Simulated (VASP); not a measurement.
Runs of VASP 6.6.1 on Se. The structure is that of space group P4/mmm (No. 123), or close to it. The cells are those of the table. 

| task | cell | k mesh | cutoff (eV) | gap on the mesh (eV) | pressure (GPa) | relaxed volume (Å³/atom) |
| --- | --- | --- | --- | --- | --- | --- |
| relaxation of cell and atoms | relaxed from a = 4.939, b = 4.939, c = 2.307 Å, 3 atoms | 4 × 4 × 8 | 600 | none | 0.0 | 27.03 |
| relaxation of cell and atoms | relaxed from a = 5.465, b = 5.465, c = 2.712 Å, 3 atoms | 8 × 8 × 16 | 600 | none | 0.0 | (a) |
| single point | a = 5.480, b = 5.480, c = 2.683 Å, 3 atoms | 8 × 8 × 16 | 520 | none | 0.0 | - |
| single point | a = 4.939, b = 4.939, c = 2.307 Å, 3 atoms | 4 × 4 × 8 | 520 | none | 48.5 | - |
| single point | a = 5.465, b = 5.465, c = 2.712 Å, 3 atoms | 4 × 4 × 8 | 520 | none | 0.1 | - |

Alike in all rows: level PBE; potentials or basis VASP PAW PBE potentials, release 64 (Se); no spin polarisation; smearing gaussian 0.1 eV.

Problem. Fill in the values left out.

Solution. (a) 26.86.

Caveats: the volume moved by over 15 % at a fixed basis, so the end points are rough (some runs).

A k mesh can miss the band edges, and the runs leave out spin-orbit coupling on Se.

A gap of «none» marks levels without a gap at the run's occupations.
